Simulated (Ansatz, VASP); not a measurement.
One calculation of Au, two programs

```
CELL_PARAMETERS angstrom
2.90000 0.00000 0.00000
-1.45000 2.51147 0.00000
0.00000 0.00000 4.88000
ATOMIC_POSITIONS crystal
Au 0.66667 0.33333 0.25000
Au 0.33333 0.66667 0.75000
```

Alike in both runs: functional LDA; k mesh 11 × 11 × 6; occupations fermi-dirac, width 0.05 eV; no spin polarisation.

|  | VASP | Ansatz |
| --- | --- | --- |
| version | VASP 6.6.1 | Ansatz 0.2.0 |
| potentials or method | VASP PAW LDA potentials, release 64 (Au), cutoff 520 eV | all-electron LAPW, scalar-relativistic |
| task | single point | band structure |

|  | VASP | Ansatz | Ansatz less VASP |
| --- | --- | --- | --- |
| gap on the k mesh at the Fermi level (eV) | none | none | - |
| pressure (GPa) | -10.4 | -10.8 | -0.38 |
| traceless stress, the component that is largest in VASP (GPa) | -0.15 | -0.07 | +0.082 |

LDA's correlation is that of Perdew and Zunger in VASP and of Perdew and Wang (1992) in Ansatz. A gap of «none» marks a metal or a gap that the smearing closes. Ansatz ran all-electron here, and VASP with PAW potentials.

Spin-orbit coupling is off throughout.
